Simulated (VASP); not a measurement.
KI:

```
K I
1.0
     0.00000    3.54429    3.54429
     3.54429    0.00000    3.54429
     3.54429    3.54429    0.00000
K I
1 1
Cartesian
  0.0000 0.0000 0.0000
  3.5443 3.5443 3.5443
```

Base run:

```yaml
Program: VASP 6.6.1
Functional: r2SCAN
Potentials_or_basis: VASP PAW PBE potentials, release 64 (K_sv, I)
Cutoff: 520 eV
k_mesh: 4 × 4 × 4
Occupations: gaussian, width 0.01 eV
Spin: no spin polarisation
```

Its results: band gap on the k mesh 4.58 eV, direct; pressure 0.0 GPa.

Q: The run is repeated on the same cell with these changes: functional from r2SCAN to PBE. What comes out?

A: Band gap on the k mesh 3.94 eV, direct; pressure 0.5 GPa.

r2SCAN gives the wider gap, since meta-GGAs in the generalised Kohn-Sham scheme recover part of the derivative discontinuity.

Caveats: spin-orbit coupling is left out, which moves the levels of the heavy elements; the PAW data sets were made with another functional, which shifts forces and pressure a little (some runs).

